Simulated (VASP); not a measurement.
Ni:

```
Ni
1.0
     2.49176    0.00000    0.00000
    -1.24588    2.15792    0.00000
     0.00000    0.00000    4.06904
Ni
2
Direct
  0.33333 0.66667 0.25000
  0.66667 0.33333 0.75000
```

```yaml
Program: VASP 6.6.1
Task: relaxation of cell and atoms
Functional: revPBE
Potentials_or_basis: VASP PAW PBE potentials, release 64 (Ni)
Cutoff: 600 eV
k_mesh: 14 × 14 × 8
Occupations: fermi-dirac, width 0.1 eV
Spin: no spin polarisation
```

At the start: pressure 3.3 GPa; volume 10.94 Å³/atom.

Task: How do energy, volume and symmetry change on relaxing?

Result: Over 6 steps the energy falls by 2.1 meV/atom and the volume is 11.13 Å³/atom (+1.7 %); space group P6_3/mmc (No. 194, to 0.05 Å).

The path:
```csv
step,energy change (eV),largest force (eV/Å),pressure (GPa),volume (Å³)
1,0.0000,0.0000,3.32,21.88
2,-0.0010,0.0000,-2.74,22.61
3,-0.0040,0.0000,-0.05,22.26
4,-0.0040,0.0000,-0.09,22.27
5,-0.0041,0.0000,-0.03,22.26
6,-0.0041,0.0000,0.01,22.26
```

Final structure:
```yaml
crystal:
  lattice:
    - [2.50082, 0.00000, 0.00000]
    - [-1.25041, 2.16577, 0.00000]
    - [0.00000, 0.00000, 4.10983]
  atoms:
    - { symbol: Ni, position: [0.33333, 0.66667, 0.25000] }
    - { symbol: Ni, position: [0.66667, 0.33333, 0.75000] }
```

Caveat: the PAW data sets were made with another functional, which shifts forces and pressure a little; the run has no spin polarisation, though such a crystal can be magnetic.
